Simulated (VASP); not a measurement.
# FeSi (P2_13) in VASP: dielectric tensor with PBE

Aim: the dielectric tensor of FeSi with PBE.

All numbers are computed with VASP 6.6.1; they aren't measurements. Logs are shortened: lines on timing, memory, paths and dates and some standing lists are left out, and cuts for length are marked.

## (1) The cell of the first run

Symmetry: P2_13, No. 198, cubic system. Conventional cell: a = 4.403 Å, b = 4.403 Å, c = 4.403 Å, α = 90.00°, β = 90.00°, γ = 90.00°. Fe (site symmetry 3) has 7 Si at 2.25 to 2.47 Å and 6 Fe at 2.70 Å within 3.0 Å. Within 3.0 Å of Si (site symmetry 3) lie 7 Fe at 2.25 to 2.47 Å and 6 Si at 2.73 Å.

## (2) Dielectric tensor, PBE

INCAR

```
  ALGO = Normal
  EDIFF = 1E-8
  ENCUT = 520
  GGA = PE
  ISIF = 2
  ISMEAR = 0
  LASPH = T
  LCHARG = F
  LEPSILON = T
  LREAL = F
  LWAVE = F
  NELM = 100
  PREC = Accurate
  SIGMA = 0.01
```

KPOINTS

```
k-points
0
Gamma
  6 6 6
```

POSCAR

```
FeSi
1.0
    4.4030528965      0.0000000000      0.0000000000
    0.0000000000      4.4030528965      0.0000000000
    0.0000000000      0.0000000000      4.4030528965
Fe Si
4 4
Direct
    0.1366600333      0.1366600333      0.1366600333
    0.3633399667      0.8633399667      0.6366600333
    0.6366600333      0.3633399667      0.8633399667
    0.8633399667      0.6366600333      0.3633399667
    0.8411319742      0.8411319742      0.8411319742
    0.6588680258      0.1588680258      0.3411319742
    0.3411319742      0.6588680258      0.1588680258
    0.1588680258      0.3411319742      0.6588680258
```

Potentials or basis: VASP PAW PBE potentials, release 64 (Fe, Si).

Launch:

```sh
$ cat potpaw_PBE.64/Fe/POTCAR potpaw_PBE.64/Si/POTCAR > POTCAR
$ mpirun -np 1 vasp_std > vasp.out
```

OUTCAR:

```text
EDIFF = 1E-8
   ENCUT = 520
   GGA = PE
   ISIF = 2
   ISMEAR = 0
   LASPH = T
   LEPSILON = T
   LREAL = F
   NELM = 100
   PREC = Accurate

 ion  position               nearest neighbor table
   1  0.137  0.137  0.137-   5 2.25   8 2.29   7 2.29   6 2.29   8 2.47   7 2.47   6 2.47   3 2.70
                             4 2.70   2 2.70   2 2.70   4 2.70   3 2.70
   2  0.363  0.863  0.637-   6 2.25   7 2.29   5 2.29   8 2.29   7 2.47   8 2.47   5 2.47   1 2.70
                             1 2.70   3 2.70   3 2.70   4 2.70   4 2.70
   3  0.637  0.363  0.863-   7 2.25   6 2.29   5 2.29   8 2.29   6 2.47   8 2.47   5 2.47   1 2.70
                             4 2.70   2 2.70   2 2.70   4 2.70   1 2.70
   4  0.863  0.637  0.363-   8 2.25   5 2.29   7 2.29   6 2.29   5 2.47   6 2.47   7 2.47   1 2.70
                             3 2.70   2 2.70   1 2.70   2 2.70   3 2.70
   5  0.841  0.841  0.841-   1 2.25   4 2.29   3 2.29   2 2.29   4 2.47   3 2.47   2 2.47   6 2.73
                             6 2.73   8 2.73   7 2.73   8 2.73   7 2.73
   6  0.659  0.159  0.341-   2 2.25   3 2.29   1 2.29   4 2.29   3 2.47   4 2.47   1 2.47   5 2.73
                             5 2.73   8 2.73   7 2.73   7 2.73   8 2.73
   7  0.341  0.659  0.159-   3 2.25   2 2.29   1 2.29   4 2.29   2 2.47   4 2.47   1 2.47   8 2.73
                             8 2.73   5 2.73   6 2.73   6 2.73   5 2.73
   8  0.159  0.341  0.659-   4 2.25   1 2.29   3 2.29   2 2.29   1 2.47   2 2.47   3 2.47   7 2.73
                             7 2.73   5 2.73   5 2.73   6 2.73   6 2.73

  LATTYP: Found a simple cubic cell.
 ALAT       =     4.4030528965

  Lattice vectors:

 A1 = (   4.4030528965,   0.0000000000,   0.0000000000)
 A2 = (   0.0000000000,   4.4030528965,   0.0000000000)
 A3 = (   0.0000000000,   0.0000000000,   4.4030528965)

Analysis of symmetry for initial positions (statically):
=====================================================================
 Subroutine PRICEL returns:
 Original cell was already a primitive cell.

 Routine SETGRP: Setting up the symmetry group for a
 simple cubic supercell.

 Subroutine GETGRP returns: Found 12 space group operations
 (whereof  3 operations were pure point group operations)
 out of a pool of 48 trial point group operations.

The static configuration has the point symmetry C_3 .
 The point group associated with its full space group is T   .

Analysis of symmetry for dynamics (positions and initial velocities):
=====================================================================
 Subroutine PRICEL returns:
 Original cell was already a primitive cell.

 Routine SETGRP: Setting up the symmetry group for a
 simple cubic supercell.

 Subroutine GETGRP returns: Found 12 space group operations
 (whereof  3 operations were pure point group operations)
[... 971 lines left out ...]
           0.000000    86.782208     0.000000
           0.000000     0.000000    86.782208
 ------------------------------------------------------

 Free energy of the ion-electron system (eV)
  ---------------------------------------------------
  ---------------------------------------------------
  free energy    TOTEN  =       -18.88060955 eV

  energy without entropy =      -18.88060955

------------------------ aborting loop because EDIFF is reached ----------------------------------------

--------------------------------------- Ionic step        2  -------------------------------------------

------------------------ aborting loop because EDIFF is reached ----------------------------------------

--------------------------------------- Ionic step        3  -------------------------------------------

 Free energy of the ion-electron system (eV)
  ---------------------------------------------------
  ---------------------------------------------------
  free energy    TOTEN  =       -18.87990912 eV

  energy without entropy =      -18.87990912

------------------------ aborting loop because EDIFF is reached ----------------------------------------

 PIEZOELECTRIC TENSOR FIELD DIRECTION 3  (e Angst)
 -----------------------------------------------------------------------------
    -0.00972  2.53647  0.00000           ( -0.00043 -0.08690  0.00000)
     2.53628  0.00135  0.00000           ( -0.08690 -0.00078  0.00000)
     0.00000  0.00000 -0.06249           (  0.00000  0.00000 -0.00115)

 PIEZOELECTRIC TENSOR FIELD DIRECTION 3  (C/m^2)
 -----------------------------------------------------------------------------
    -0.00182  0.47608  0.00000
     0.47604  0.00025  0.00000
     0.00000  0.00000 -0.01173

 MACROSCOPIC STATIC DIELECTRIC TENSOR (including local field effects in DFT)
 ------------------------------------------------------
          79.307801    -0.000000     0.000000
           0.000000    79.307801    -0.000000
           0.000000     0.000000    79.307801
 ------------------------------------------------------

 PIEZOELECTRIC TENSOR (including local field effects)  for field in x, y, z        (e  Angst)
          XX          YY          ZZ          XY          YZ          ZX
  --------------------------------------------------------------------------------
  x     0.00000    -0.00000     0.00000     0.00000     2.54716     0.00000
  y     0.00000    -0.00000     0.00000     0.00000     0.00000     2.54716
  z     0.00000    -0.00000     0.00000     2.54716     0.00000     0.00000

 PIEZOELECTRIC TENSOR (including local field effects)  for field in x, y, z        (C/m^2)
          XX          YY          ZZ          XY          YZ          ZX
  --------------------------------------------------------------------------------
  x     0.00000    -0.00000     0.00000     0.00000     0.47808     0.00000
  y     0.00000    -0.00000     0.00000     0.00000     0.00000     0.47808
  z     0.00000    -0.00000     0.00000     0.47808     0.00000     0.00000

 BORN EFFECTIVE CHARGES (including local field effects) (in |e|, cummulative output)
 ---------------------------------------------------------------------------------
 ion    1
    1    -4.34048     0.92453    -0.40076
    2    -0.40076    -4.34048     0.92453
    3     0.92453    -0.40076    -4.34048
 ion    2
    1    -4.34048     0.92453     0.40076
    2    -0.40076    -4.34048    -0.92453
    3    -0.92453     0.40076    -4.34048
 ion    3
    1    -4.34048    -0.92453     0.40076
    2     0.40076    -4.34048     0.92453
    3    -0.92453    -0.40076    -4.34048
 ion    4
    1    -4.34048    -0.92453    -0.40076
    2     0.40076    -4.34048    -0.92453
    3     0.92453     0.40076    -4.34048
 ion    5
    1     4.34048     0.13432    -0.45492
    2    -0.45492     4.34048     0.13432
    3     0.13432    -0.45492     4.34048
 ion    6
    1     4.34048     0.13432     0.45492
    2    -0.45492     4.34048    -0.13432
    3    -0.13432     0.45492     4.34048
 ion    7
    1     4.34048    -0.13432     0.45492
    2     0.45492     4.34048     0.13432
    3    -0.13432    -0.45492     4.34048
 ion    8
    1     4.34048    -0.13432    -0.45492
    2     0.45492     4.34048    -0.13432
    3     0.13432     0.45492     4.34048
```

stdout:

```text
POSCAR found type information on POSCAR FeSi
 POSCAR found :  2 types and       8 ions
 scaLAPACK will be used
 LDA part: xc-table for (Slater+PW92), standard interpolation
 POSCAR, INCAR and KPOINTS ok, starting setup
 FFT: planning ... GRIDC
 FFT: planning ... GRID_SOFT
 FFT: planning ... GRID
 WAVECAR not read
 entering main loop
 Linear response reoptimize wavefunctions to high precision
 Linear response G [H, r] |phi>, progress :
  Direction:   1
 Linear response G [H, r] |phi>, progress :
  Direction:   2
 Linear response G [H, r] |phi>, progress :
  Direction:   3
 Linear response to external field (no local field effect), progress :
  Direction:   1
 dielectric tensor                  component  1 :    99.446     1.436     7.567
 Linear response to external field (no local field effect), progress :
  Direction:   2
 dielectric tensor                  component  2 :     1.042    94.556     4.760
 Linear response to external field (no local field effect), progress :
  Direction:   3
 dielectric tensor                  component  3 :     3.325     4.859    66.345
 Linear response to external field, progress :
  Direction:   1
 dielectric tensor                  component  1 :    79.307     2.514    -1.349
 Linear response to external field, progress :
  Direction:   2
 dielectric tensor                  component  2 :    -1.819    79.310    14.187
 Linear response to external field, progress :
  Direction:   3
 dielectric tensor                  component  3 :    -2.361    13.105    79.307
 Born effective charges drift removed
```

Run time: 12 min. Hardware: 1 thread of Intel Xeon 6975P-C (Granite Rapids), shared host; peak memory 0.54 GiB.

Results:

| Quantity | Value |
| --- | --- |
| Band gap on the k mesh | 0.18 eV |
| Electronic dielectric tensor (diagonal) | 79.31 |
| Born charges (mean of the diagonal) | Fe -4.34; Si +4.34 e |

Levels at points of the mesh, in eV from the valence-band top:
```csv
k point,band 21,band 22,band 23,band 24,band 25,band 26,band 27,band 28
"(0.00, 0.00, 0.00)",-0.29,-0.29,-0.04,-0.04,0.70,0.70,0.70,3.19
"(0.50, 0.00, 0.00)",-0.39,-0.39,0.00,0.00,0.21,0.21,1.79,1.79
"(0.50, 0.50, 0.00)",-1.05,-1.05,-0.37,-0.37,0.67,0.67,1.37,1.37
"(0.50, 0.50, 0.50)",-0.70,-0.70,-0.70,-0.70,0.53,0.53,0.53,0.53
```

Electronic dielectric tensor:
```
79.31  0.00  0.00
 0.00 79.31  0.00
 0.00  0.00 79.31
```

Born effective charge tensors (e):
atom 1, Fe
```
-4.34  0.92 -0.40
-0.40 -4.34  0.92
 0.92 -0.40 -4.34
```
atom 2, Fe
```
-4.34  0.92  0.40
-0.40 -4.34 -0.92
-0.92  0.40 -4.34
```
atom 3, Fe
```
-4.34 -0.92  0.40
 0.40 -4.34  0.92
-0.92 -0.40 -4.34
```
atom 4, Fe
```
-4.34 -0.92 -0.40
 0.40 -4.34 -0.92
 0.92  0.40 -4.34
```
atom 5, Si
```
 4.34  0.13 -0.45
-0.45  4.34  0.13
 0.13 -0.45  4.34
```
atom 6, Si
```
 4.34  0.13  0.45
-0.45  4.34 -0.13
-0.13  0.45  4.34
```
atom 7, Si
```
 4.34 -0.13  0.45
 0.45  4.34  0.13
-0.13 -0.45  4.34
```
atom 8, Si
```
 4.34 -0.13 -0.45
 0.45  4.34 -0.13
 0.13  0.45  4.34
```

Caveat: the gap is small at this level, which inflates the dielectric constant.
